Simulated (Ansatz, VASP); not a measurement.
**Two plane-wave programs on SrTiO**

```
Sr Ti O
1.0
     3.72927    0.00000    0.00000
     0.00000    3.72927    0.00000
     0.00000    0.00000    3.78276
Sr Ti O
1 1 1
Cartesian
  0.0000 0.0000 0.0000
  1.8646 1.8646 1.8914
  1.8646 1.8646 0.0000
```

Change from the starting cell: species swapped into the YCoC type (P4/mmm, No. 123).

Alike in both runs: task single point; functional PBE; k mesh 6 × 6 × 6; occupations gaussian, width 0.1 eV; collinear spin.

|  | VASP | Ansatz |
| --- | --- | --- |
| version | VASP 6.6.1 | Ansatz 0.2.0 |
| potentials or method | VASP PAW PBE potentials, release 64 (Sr_sv, Ti_sv, O), cutoff 520 eV | scalar-relativistic, plane waves, PAW |
| valence electrons in the cell | 28 | 28 |

|  | VASP | Ansatz | Ansatz less VASP |
| --- | --- | --- | --- |
| gap on the k mesh at the Fermi level (eV) | none | none | - |
| pressure (GPa) | 11.0 | 10.9 | -0.12 |
| traceless stress, the component that is largest in VASP (GPa) | 10.98 | 10.48 | -0.497 |
| net moment per atom (μB) | 0.00 | 0.19 | +0.194 |
| size of the moment on the site where the two differ most (μB) | 0.00 | 0.25 | +0.246 |

The net moments are unlike, so the other rows may belong to different states. Site moments also hang on the region over which each program counts them. A gap of «none» marks a metal or a gap that the smearing closes.
